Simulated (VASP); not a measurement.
# MgO (Periclase) (P1) in VASP: notebook, part 2 of 2

VASP 6.6.1. The steps go on from the part before.

### 5 Single point, LDA

Input file INCAR:

```
PREC     = Accurate       # precision mode
ENCUT    = 520            # plane-wave cutoff, eV
EDIFF    = 1E-6           # SCF threshold, eV
ISMEAR   = 0              # smearing method
SIGMA    = 0.01           # smearing width, eV
LREAL    = False          # projectors in reciprocal space
LASPH    = True           # aspherical terms in the spheres
NELM     = 100            # most SCF steps
ALGO     = Normal         # electronic algorithm
ISIF     = 2              # what is computed and relaxed
LWAVE    = False          # write WAVECAR
LCHARG   = False          # write CHGCAR
NBANDS   = 11             # bands
```

Input file KPOINTS:

```
Automatic mesh
0
Gamma
  6 6 6
```

Input file POSCAR:

```
MgO
1.0
   -0.0103800000      2.1340300000      2.0785000000
    2.0860000000     -0.0171000000      2.0852200000
    2.0729500000      2.1276900000     -0.0040400000
Mg O
1 1
Direct
    0.9960300000      0.0476900000      0.9449100000
    0.5187738303      0.5654037174      0.4659302718
```

Potentials or basis: VASP PAW LDA potentials, release 64 (Mg, O).

On the command line:

```
$ cat potpaw_LDA.64/Mg/POTCAR potpaw_LDA.64/O/POTCAR > POTCAR
$ mpirun -np 1 vasp_std > vasp.out
```

OUTCAR:

```text
PREC = Accurate
   ENCUT = 520
   EDIFF = 1E-6
   ISMEAR = 0
   LREAL = False
   LASPH = True
   NELM = 100
   ISIF = 2

 ion  position               nearest neighbor table
   1  0.996  0.048  0.945-   2 2.00   2 2.01   2 2.05   2 2.17   2 2.17   2 2.23
   2  0.519  0.565  0.466-   1 2.00   1 2.01   1 2.05   1 2.17   1 2.17   1 2.23

  LATTYP: Found a triclinic cell.
 ALAT       =     2.9705559682
 B/A-ratio  =     0.9916398929
 C/A-ratio  =     0.9929277886
 COS(alpha) =     0.0003891025
 COS(beta)  =     0.4884119474
 COS(gamma) =     0.4929543006
[... 518 lines left out ...]
      6      14.8756      0.00000
      7      16.7033      0.00000
      8      20.0776      0.00000
      9      22.7931      0.00000
     10      26.2095      0.00000
     11      26.8633      0.00000

 [... further k-points ...]
[... 5 lines left out ...]
  --------------------------------------------------------------------------------------
  -------------------------------------------------------------------------------------
  Total       -0.3814285     -0.8924556     -0.3430276      0.1398883      0.0377243     -0.0791816
  in kB      -32.8781298    -76.9273119    -29.5680701     12.0580049      3.2517366     -6.8252410
  external PRESSURE =     -46.4578373 kB  Pullay stress =       0.0000000 kB

 VOLUME and BASIS-vectors are now :
 -----------------------------------------------------------------------------
  energy-cutoff  :      520.00
  volume of cell :       18.59
      direct lattice vectors                 reciprocal lattice vectors
    -0.010380000  2.134030000  2.078500000    -0.238691434  0.233007535  0.240691515
     2.086000000 -0.017100000  2.085220000     0.238389749 -0.231802433  0.239185871
     2.072950000  2.127690000 -0.004040000     0.241318588  0.234428469 -0.239486408

 POSITION                                       TOTAL-FORCE (eV/Angst)
 -----------------------------------------------------------------------------------
      2.04789      4.13522      2.16588         0.473701      0.342179      0.504065
      2.13990      2.08877      2.25538        -0.473701     -0.342179     -0.504065
 -----------------------------------------------------------------------------------
    total drift:                               -0.000073     -0.000098      0.000134

  FREE ENERGIE OF THE ION-ELECTRON SYSTEM (eV)
  ---------------------------------------------------
  free  energy   TOTEN  =       -13.3660936948 eV

  energy  without entropy=      -13.3660936948  energy(sigma->0) =      -13.36609369
```

Wall time 28 s (1 thread of AMD EPYC 7R43 (Zen 3), shared host); peak memory 0.11 GiB.

Results:

```
Free energy            : -13.3661 eV
Pressure               : -4.6 GPa
Largest force          : 0.772 eV/Å
Band gap on the k mesh : 4.63 eV, direct
```

Forces in eV/Å, atoms in the order of the input:
```
Mg   0.474  0.342  0.504
O   -0.474 -0.342 -0.504
```

Levels at points of the mesh, in eV from the valence-band top:
```csv
k point,band 1,band 2,band 3,band 4,band 5,band 6,band 7,band 8,band 9
"(0.00, 0.00, 0.00)",-17.09,-0.13,-0.10,0.00,4.63,15.27,15.66,15.84,19.50
"(0.50, 0.00, 0.00)",-15.73,-4.78,-0.76,-0.65,7.71,12.25,15.74,16.39,20.52
"(0.00, 0.50, 0.00)",-15.75,-4.80,-0.69,-0.66,7.75,12.16,16.03,16.33,20.55
"(0.50, 0.50, 0.00)",-15.43,-4.18,-1.59,-1.37,8.80,9.57,13.02,18.29,18.93
"(0.00, 0.00, 0.50)",-15.72,-4.75,-0.80,-0.67,7.67,12.31,15.63,16.34,20.48
"(0.50, 0.00, 0.50)",-15.50,-4.28,-1.37,-1.36,9.07,9.61,12.69,18.83,18.99
"(0.00, 0.50, 0.50)",-15.43,-4.18,-1.57,-1.38,8.81,9.56,13.02,18.33,18.90
"(0.50, 0.50, 0.50)",-15.71,-4.74,-0.84,-0.73,7.71,12.45,15.59,16.25,20.49
```

Caveat: the k points lie up to 0.43 Å⁻¹ apart. Expect the measured gap to be larger: semilocal functionals such as LDA lack the derivative discontinuity.

### 6 Single point, LDA

Input file INCAR:

```
SYSTEM = MgO
ALGO = Normal ; EDIFF = 1E-6
ENCUT = 520 ; ISIF = 2
ISMEAR = 0 ; LASPH = .True.
LCHARG = .False. ; LREAL = .False.
LWAVE = .False. ; NBANDS = 11
NELM = 100 ; PREC = Accurate
SIGMA = 0.01
```

Input file KPOINTS:

```
k-points
0
Gamma
  6 6 6
  0 0 0
```

Edit POSCAR of step 5 so:

```diff
@@ -9,2 +9,2 @@
     0.9960300000      0.0476900000      0.9449100000
-    0.5187738303      0.5654037174      0.4659302718
+    0.5091461697      0.5558362826      0.4755097282
```

Potentials or basis: VASP PAW LDA potentials, release 64 (Mg, O).

On the command line:

```
$ cat potpaw_LDA.64/Mg/POTCAR potpaw_LDA.64/O/POTCAR > POTCAR
$ mpirun -np 1 vasp_std > vasp.out
```

OUTCAR:

```text
SYSTEM = MgO
   EDIFF = 1E-6
   ENCUT = 520
   ISIF = 2
   ISMEAR = 0
   LASPH = .True.
   LREAL = .False.
   NELM = 100
   PREC = Accurate

 ion  position               nearest neighbor table
   1  0.996  0.048  0.945-   2 2.01   2 2.04   2 2.05   2 2.13   2 2.17   2 2.23
   2  0.509  0.556  0.476-   1 2.01   1 2.04   1 2.05   1 2.13   1 2.17   1 2.23

  LATTYP: Found a triclinic cell.
 ALAT       =     2.9705559682
 B/A-ratio  =     0.9916398929
 C/A-ratio  =     0.9929277886
 COS(alpha) =     0.0003891025
 COS(beta)  =     0.4884119474
 COS(gamma) =     0.4929543006

  Lattice vectors:

 A1 = (  -2.0729500000,  -2.1276900000,   0.0040400000)
 A2 = (  -2.0833300000,   0.0063400000,   2.0825400000)
 A3 = (  -2.0860000000,   0.0171000000,  -2.0852200000)

Analysis of symmetry for initial positions (statically):
=====================================================================
 Subroutine PRICEL returns:
 Original cell was already a primitive cell.

 Routine SETGRP: Setting up the symmetry group for a
 triclinic supercell.

 Subroutine GETGRP returns: Found  1 space group operations
 (whereof  1 operations were pure point group operations)
 out of a pool of  2 trial point group operations.

The static configuration has the point symmetry C_1 .

Analysis of symmetry for dynamics (positions and initial velocities):
=====================================================================
 Subroutine PRICEL returns:
 Original cell was already a primitive cell.

 Routine SETGRP: Setting up the symmetry group for a
 triclinic supercell.

 Subroutine GETGRP returns: Found  1 space group operations
 (whereof  1 operations were pure point group operations)
 out of a pool of  2 trial point group operations.

The dynamic configuration has the point symmetry C_1 .

 Subroutine INISYM returns: Found  1 space group operations
 (whereof  1 operations are pure point group operations),
 and found     1 'primitive' translations

[... 116 lines left out ...]
  Fermi-wavevector in a.u.,A,eV,Ry     =   1.236040  2.335777 20.786920  1.527796
  Thomas-Fermi vector in A             =   2.370665
   LORBIT       =      0    0 simple, 1 ext, 2 COOP (PROOUT), +10 PAW based schemes
   GGA     = CA    functional components
   LHFCALC =     F    Hartree Fock is set to
   AEXX    =    0.0000 exact exchange contribution
   IVDW    =     0    specifies the selected vdW correction
   LEPSILON=     F    determine dielectric tensor
   LRPA    =     F    only Hartree local field effects (RPA)
 non-spin polarized calculation
 Gauss-broadening in eV      SIGMA  =   0.01
  energy-cutoff  :      520.00
  volume of cell :       18.59
 maximum number of plane-waves:       531
 NGX is ok and might be reduce to    24
   NGX = 11   NGY = 11   NGZ = 11

 number of electron       8.0000000 magnetization

 Free energy of the ion-electron system (eV)
  ---------------------------------------------------
  ext. energy  EPLUGINS =         0.00000000
  ---------------------------------------------------
  free energy    TOTEN  =       -13.38118238 eV

  energy without entropy =      -13.38118238  energy(sigma->0) =      -13.38118238

 E-fermi :   3.1144     XC(G=0): -11.6094

 val. band max:        2.9661324099   @ k =   0.0000   0.0000   0.0000
 cond. band min:       7.5973664965   @ k =   0.0000   0.0000   0.0000
 fundamental gap:      4.6312340866
 Fermi energy:         3.1144307343

 k-point     1 :       0.0000    0.0000    0.0000
  band No.  band energies     occupation
      1     -14.1180      2.00000
      2       2.8392      2.00000
      3       2.8811      2.00000
      4       2.9661      2.00000
      5       7.5974      0.00000
      6      18.2162      0.00000
      7      18.6321      0.00000
      8      18.7584      0.00000
      9      22.4777      0.00000
     10      23.7985      0.00000
     11      24.6100      0.00000
[... 309 lines left out ...]
 k-point    24 :       0.5000    0.0000    0.1667
  band No.  band energies     occupation
      1     -12.7162      2.00000
      2      -1.3375      2.00000
      3       1.4110      2.00000
      4       2.1049      2.00000
      5      11.7871      0.00000
      6      14.8855      0.00000
      7      16.7527      0.00000
      8      19.9994      0.00000
      9      22.8058      0.00000
     10      26.2007      0.00000
     11      26.8505      0.00000

 [... further k-points ...]
[... 5 lines left out ...]
  --------------------------------------------------------------------------------------
  -------------------------------------------------------------------------------------
  Total       -0.3645641     -0.8815606     -0.5583209      0.1390551      0.0615879     -0.0530529
  in kB      -31.4244610    -75.9881966    -48.1257841     11.9861804      5.3087147     -4.5730209
  external PRESSURE =     -51.8461473 kB  Pullay stress =       0.0000000 kB

 VOLUME and BASIS-vectors are now :
 -----------------------------------------------------------------------------
  energy-cutoff  :      520.00
  volume of cell :       18.59
      direct lattice vectors                 reciprocal lattice vectors
    -0.010380000  2.134030000  2.078500000    -0.238691434  0.233007535  0.240691515
     2.086000000 -0.017100000  2.085220000     0.238389749 -0.231802433  0.239185871
     2.072950000  2.127690000 -0.004040000     0.241318588  0.234428469 -0.239486408

 POSITION                                       TOTAL-FORCE (eV/Angst)
 -----------------------------------------------------------------------------------
      2.04789      4.13522      2.16588         0.483805      0.352678      0.254735
      2.13990      2.08877      2.21538        -0.483805     -0.352678     -0.254735
 -----------------------------------------------------------------------------------
    total drift:                                0.000255     -0.000127      0.000066

  FREE ENERGIE OF THE ION-ELECTRON SYSTEM (eV)
  ---------------------------------------------------
  free  energy   TOTEN  =       -13.3811823841 eV

  energy  without entropy=      -13.3811823841  energy(sigma->0) =      -13.38118238
```

Run time: 31 s. Hardware: 1 thread of AMD EPYC 7R43 (Zen 3), shared host; peak memory 0.11 GiB.

Results:

```
Free energy            : -13.3812 eV
Pressure               : -5.2 GPa
Largest force          : 0.651 eV/Å
Band gap on the k mesh : 4.63 eV, direct
```

Forces in eV/Å, atoms in the order of the input:
```
Mg   0.484  0.353  0.255
O   -0.484 -0.353 -0.255
```

Caveat: the k points lie up to 0.43 Å⁻¹ apart.
